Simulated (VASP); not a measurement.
KLiF2, 4 atoms in the cell. It takes space group R-3m (No. 166, trigonal). Conventional cell: a = 3.245 Å, b = 3.245 Å, c = 16.947 Å, α = 90.00°, β = 90.00°, γ = 120.00°. Within 2.9 Å of Li (site symmetry -3m) lie 6 F at 2.17 Å. K (site symmetry -3m) has 6 F at 2.55 Å and 6 K at 3.24 Å and 6 Li at 3.39 Å within 3.4 Å. F (site symmetry 3m) has 3 Li at 2.17 Å and 3 K at 2.55 Å and 3 F at 2.88 Å within 2.9 Å. 

| Property | Result |
| --- | --- |
| Program | VASP 6.6.1 |
| Task | single point |
| Functional | PBE |
| Potentials or basis | VASP PAW PBE potentials, release 64 (Li_sv, K_sv, F) |
| Cutoff | 520 eV |
| k mesh | 10 × 10 × 10 |
| Occupations | gaussian, width 0.01 eV |
| Spin | no spin polarisation |
| Dipole correction | no |
| Further INCAR settings | ALGO = Normal; EDIFF = 1e-07; NBANDS = 21 |

Potentials or basis: VASP PAW PBE potentials, release 64 (Li_sv, K_sv, F).

The run is started by

```console
$ cat potpaw_PBE.64/Li_sv/POTCAR potpaw_PBE.64/K_sv/POTCAR potpaw_PBE.64/F/POTCAR > POTCAR
$ mpirun -np 1 vasp_std > vasp.out
```

Hardware: 1 thread of Intel Xeon 8259CL, on a shared host.

Question: How long does it take, and how much memory?

Answer: Wall time 6.8 min on 1 thread of Intel Xeon 8259CL, with other jobs on the host, peak memory 0.39 GiB. Counts: scf iterations 15, k points 116.
